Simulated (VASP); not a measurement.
# KF (Fm-3m) in VASP: notebook

The runs below take KF through density of states, vibrations by perturbation theory, with PBE.

Program: VASP 6.6.1. These are calculated values, not measurements. Logs are shortened: lines on timing, memory, paths and dates and some standing lists are left out, and cuts for length are marked.

### 1 The cell of the first run

It takes space group Fm-3m (No. 225, cubic). Conventional cell: a = 5.420 Å, b = 5.420 Å, c = 5.420 Å, α = 90.00°, β = 90.00°, γ = 90.00°. Within 3.6 Å of K (site symmetry m-3m) lie 6 F at 2.71 Å. F (site symmetry m-3m) has 6 K at 2.71 Å within 3.6 Å.

### 2 Density of states, PBE

The input, POSCAR:

```
KF
1.0
    0.0000000000      2.7102370908      2.7102370908
    2.7102370908      0.0000000000      2.7102370908
    2.7102370908      2.7102370908      0.0000000000
K F
1 1
Direct
    0.0000000000      0.0000000000      0.0000000000
    0.5000000000      0.5000000000      0.5000000000
```

The input, INCAR.step1:

```
SYSTEM = KF
PREC     = Accurate       ! precision mode
ENCUT    = 520            ! plane-wave cutoff, eV
EDIFF    = 1E-7           ! SCF threshold, eV
ISMEAR   = 0              ! smearing method
SIGMA    = 0.02           ! smearing width, eV
LREAL    = .False.        ! projectors in reciprocal space
LASPH    = .True.         ! aspherical terms in the spheres
NELM     = 60             ! most SCF steps
ALGO     = Normal         ! electronic algorithm
ISIF     = 2              ! what is computed and relaxed
LWAVE    = .False.        ! write WAVECAR
LCHARG   = .True.         ! write CHGCAR
GGA      = PE             ! functional
NBANDS   = 15             ! bands
```

The input, KPOINTS.step1:

```
Automatic mesh
0
Gamma
  8 8 8
  0 0 0
```

The input, INCAR.step2:

```
SYSTEM = KF
PREC     = Accurate       ! precision mode
ENCUT    = 520            ! plane-wave cutoff, eV
EDIFF    = 1E-7           ! SCF threshold, eV
ISMEAR   = -5             ! smearing method
SIGMA    = 0.02           ! smearing width, eV
LREAL    = .False.        ! projectors in reciprocal space
LASPH    = .True.         ! aspherical terms in the spheres
NELM     = 60             ! most SCF steps
ALGO     = Normal         ! electronic algorithm
ISIF     = 2              ! what is computed and relaxed
LWAVE    = .False.        ! write WAVECAR
LCHARG   = .False.        ! write CHGCAR
GGA      = PE             ! functional
LORBIT   = 11             ! projections on sites
NBANDS   = 15             ! bands
NEDOS    = 2001           ! points of the DOS
ICHARG   = 11             ! starting density
```

The input, KPOINTS.step2:

```
Automatic mesh
0
Gamma
  12 12 12
  0 0 0
```

Potentials or basis: VASP PAW PBE potentials, release 64 (K_sv, F).

Launch:

```console
cat potpaw_PBE.64/K_sv/POTCAR potpaw_PBE.64/F/POTCAR > POTCAR
cp INCAR.step1 INCAR
cp KPOINTS.step1 KPOINTS
mpirun -np 1 vasp_std > vasp.out
cp INCAR.step2 INCAR
cp KPOINTS.step2 KPOINTS
mpirun -np 1 vasp_std > vasp.out
```

OUTCAR:

```text
SYSTEM = KF
   PREC = Accurate
   ENCUT = 520
   EDIFF = 1E-7
   ISMEAR = -5
   LREAL = .False.
   LASPH = .True.
   NELM = 60
   ISIF = 2
   GGA = PE
   LORBIT = 11
   ICHARG = 11

 ion  position               nearest neighbor table
   1  0.000  0.000  0.000-   2 2.71   2 2.71   2 2.71   2 2.71   2 2.71   2 2.71
   2  0.500  0.500  0.500-   1 2.71   1 2.71   1 2.71   1 2.71   1 2.71   1 2.71

  LATTYP: Found a face centered cubic cell.
 ALAT       =     5.4204741816

  Lattice vectors:

 A1 = (   0.0000000000,   2.7102370908,   2.7102370908)
 A2 = (   2.7102370908,   0.0000000000,   2.7102370908)
 A3 = (   2.7102370908,   2.7102370908,   0.0000000000)

Analysis of symmetry for initial positions (statically):
=====================================================================
 Subroutine PRICEL returns:
 Original cell was already a primitive cell.

 Routine SETGRP: Setting up the symmetry group for a
 face centered cubic supercell.

 Subroutine GETGRP returns: Found 48 space group operations
 (whereof 48 operations were pure point group operations)
 out of a pool of 48 trial point group operations.

The static configuration has the point symmetry O_h .

Analysis of symmetry for dynamics (positions and initial velocities):
=====================================================================
 Subroutine PRICEL returns:
 Original cell was already a primitive cell.

 Routine SETGRP: Setting up the symmetry group for a
 face centered cubic supercell.

 Subroutine GETGRP returns: Found 48 space group operations
 (whereof 48 operations were pure point group operations)
 out of a pool of 48 trial point group operations.

The dynamic configuration has the point symmetry O_h .

 Subroutine INISYM returns: Found 48 space group operations
 (whereof 48 operations are pure point group operations),
 and found     1 'primitive' translations

----------------------------------------------------------------------------------------

                                     Primitive cell

  volume of cell :      39.8155

  direct lattice vectors                    reciprocal lattice vectors
     0.000000000  2.710237091  2.710237091    -0.184485705  0.184485705  0.184485705
     2.710237091  0.000000000  2.710237091     0.184485705 -0.184485705  0.184485705
     2.710237091  2.710237091  0.000000000     0.184485705  0.184485705 -0.184485705

  length of vectors
     3.832854051  3.832854051  3.832854051     0.319538614  0.319538614  0.319538614

  position of ions in fractional coordinates (direct lattice)
     0.000000000  0.000000000  0.000000000
[... 94 lines left out ...]
   EFERMI =   0.00;   METHOD = LEGACY
   ISMEAR =    -5;   SIGMA  =   0.02  broadening in eV -4-tet -1-fermi 0-gaus
   EFERMI_NEDOS =   21; number of points for ismear=-14 and -15
   IALGO  =     38    algorithm
   IMIX   =      4    mixing-type and parameters
     AMIX     =   0.40;   BMIX     =  1.00
     AMIX_MAG =   1.60;   BMIX_MAG =  1.00
  volume/ion in A,a.u.               =      19.91       134.34
  Fermi-wavevector in a.u.,A,eV,Ry     =   1.208085  2.282950 19.857291  1.459470
  Thomas-Fermi vector in A             =   2.343703
   LORBIT       =     11    0 simple, 1 ext, 2 COOP (PROOUT), +10 PAW based schemes
   GGA     = PE    functional components
   LHFCALC =     F    Hartree Fock is set to
   AEXX    =    0.0000 exact exchange contribution
   IVDW    =     0    specifies the selected vdW correction
   LEPSILON=     F    determine dielectric tensor
   LRPA    =     F    only Hartree local field effects (RPA)
 non-spin polarized calculation
 Fermi weights with tetrahedron method with Bloechl corrections
  energy-cutoff  :      520.00
  volume of cell :       39.82
 maximum number of plane-waves:      1090
 NGX is ok and might be reduce to    30

 number of electron      15.9999992 magnetization

 Free energy of the ion-electron system (eV)
  ---------------------------------------------------
  ext. energy  EPLUGINS =         0.00000000
  ---------------------------------------------------
  free energy    TOTEN  =        -8.29927354 eV

  energy without entropy =       -8.29927354  energy(sigma->0) =       -8.29927354

 E-fermi :  -2.8978     XC(G=0):  -8.2116

 val. band max:       -2.9144243941   @ k =   0.0000   0.0000   0.0000
 cond. band min:       3.0325890559   @ k =   0.0000   0.0000   0.0000
 fundamental gap:      5.9470134499
 Fermi energy:        -2.8977840605

 k-point     1 :       0.0000    0.0000    0.0000
  band No.  band energies     occupation
      1     -29.1736      2.00000
      2     -21.5482      2.00000
      3     -12.4531      2.00000
      4     -12.4531      2.00000
      5     -12.4531      2.00000
      6      -2.9144      2.00000
      7      -2.9144      2.00000
      8      -2.9144      2.00000
      9       3.0326      0.00000
     10       7.6437      0.00000
     11       7.6437      0.00000
     12       7.6437      0.00000
     13       9.2593      0.00000
     14       9.2593      0.00000
[... 401 lines left out ...]
      2     -21.6033      2.00000
      3     -12.7220      2.00000
      4     -12.5843      2.00000
      5     -12.5091      2.00000
      6      -3.5306      2.00000
      7      -3.2052      2.00000
      8      -3.1682      2.00000
      9       6.1688      0.00000
     10       7.1169      0.00000
     11       8.6867      0.00000
     12       9.2845      0.00000
     13      10.8160      0.00000
     14      11.4963      0.00000
     15      12.2494      0.00000

 [... further k-points ...]
[... 5 lines left out ...]
  --------------------------------------------------------------------------------------
  -------------------------------------------------------------------------------------
  Total        0.0047116      0.0047116      0.0047116      0.0000000      0.0000000     -0.0000000
  in kB        0.1895956      0.1895956      0.1895956      0.0000000      0.0000000     -0.0000000
  external PRESSURE =       0.1895956 kB  Pullay stress =       0.0000000 kB

 VOLUME and BASIS-vectors are now :
 -----------------------------------------------------------------------------
  energy-cutoff  :      520.00
  volume of cell :       39.82
      direct lattice vectors                 reciprocal lattice vectors
     0.000000000  2.710237091  2.710237091    -0.184485705  0.184485705  0.184485705
     2.710237091  0.000000000  2.710237091     0.184485705 -0.184485705  0.184485705
     2.710237091  2.710237091  0.000000000     0.184485705  0.184485705 -0.184485705

 POSITION                                       TOTAL-FORCE (eV/Angst)
 -----------------------------------------------------------------------------------
      0.00000      0.00000      0.00000         0.000000     -0.000000     -0.000000
      2.71024      2.71024      2.71024        -0.000000      0.000000      0.000000
 -----------------------------------------------------------------------------------
    total drift:                                0.000000      0.000000      0.000000

  FREE ENERGIE OF THE ION-ELECTRON SYSTEM (eV)
  ---------------------------------------------------
  free  energy   TOTEN  =        -8.2992735423 eV

  energy  without entropy=       -8.2992735423  energy(sigma->0) =       -8.29927354

 total charge

# of ion       s       p       d       tot
------------------------------------------
    1        1.957   5.590   0.030   7.576
    2        1.730   4.347   0.000   6.077
--------------------------------------------------
tot          3.687   9.937   0.030  13.653
```

OUTCAR.step1:

```text
SYSTEM = KF
   PREC = Accurate
   ENCUT = 520
   EDIFF = 1E-7
   ISMEAR = 0
   LREAL = .False.
   LASPH = .True.
[... 654 lines left out ...]
      0.00000      0.00000      0.00000        -0.000000     -0.000000     -0.000000
      2.71024      2.71024      2.71024         0.000000      0.000000      0.000000
 -----------------------------------------------------------------------------------
    total drift:                                0.000000      0.000000      0.000000

  FREE ENERGIE OF THE ION-ELECTRON SYSTEM (eV)
  ---------------------------------------------------
  free  energy   TOTEN  =        -8.2992947196 eV

  energy  without entropy=       -8.2992947196  energy(sigma->0) =       -8.29929472
```

OSZICAR.step1:

```text
N       E                     dE             d eps       ncg     rms          rms(c)
DAV:   1     0.108930706002E+03    0.10893E+03   -0.80461E+03   870   0.102E+03
DAV:   2    -0.508826330991E+01   -0.11402E+03   -0.10431E+03  1151   0.284E+02
DAV:   3    -0.946160855042E+01   -0.43733E+01   -0.43561E+01  1138   0.491E+01
DAV:   4    -0.957537923841E+01   -0.11377E+00   -0.11374E+00  1202   0.724E+00
DAV:   5    -0.957639338885E+01   -0.10142E-02   -0.10141E-02  1134   0.628E-01    0.627E+00
DAV:   6    -0.833310457623E+01    0.12433E+01   -0.35865E+00   926   0.144E+01    0.380E+00
DAV:   7    -0.830215795433E+01    0.30947E-01   -0.65833E-02  1052   0.221E+00    0.212E+00
DAV:   8    -0.829691322434E+01    0.52447E-02   -0.53337E-02   989   0.225E+00    0.197E-01
DAV:   9    -0.829855669969E+01   -0.16435E-02   -0.37451E-03  1052   0.509E-01    0.122E-01
DAV:  10    -0.829915932965E+01   -0.60263E-03   -0.47293E-04   933   0.184E-01    0.645E-02
DAV:  11    -0.829929471117E+01   -0.13538E-03   -0.13140E-04   912   0.945E-02    0.188E-02
DAV:  12    -0.829929462832E+01    0.82842E-07   -0.11689E-05  1066   0.333E-02    0.425E-03
DAV:  13    -0.829929472096E+01   -0.92635E-07   -0.20897E-06   940   0.128E-02    0.215E-03
DAV:  14    -0.829929471959E+01    0.13652E-08   -0.59768E-08   901   0.227E-03
   1 F= -.82992947E+01 E0= -.82992947E+01  d E =-.108366E-11
```

It took 24 s on 1 thread of Intel Xeon 6975P-C (Granite Rapids), shared host; peak memory 0.18 GiB.

Results:

```
Valence electrons inside the program's atomic spheres : K 7.58; F 6.08
```

Levels at points of the mesh, in eV from the valence-band top:
```tsv
k point	band 6	band 7	band 8	band 9	band 10	band 11
(0.00, 0.00, 0.00)	0.00	0.00	0.00	5.95	10.56	10.56
(0.50, 0.00, 0.00)	-0.75	-0.31	-0.31	8.89	10.29	11.87
(0.50, 0.50, 0.00)	-0.23	-0.07	-0.07	8.16	10.07	11.47
```

[end of part 1 of 2]
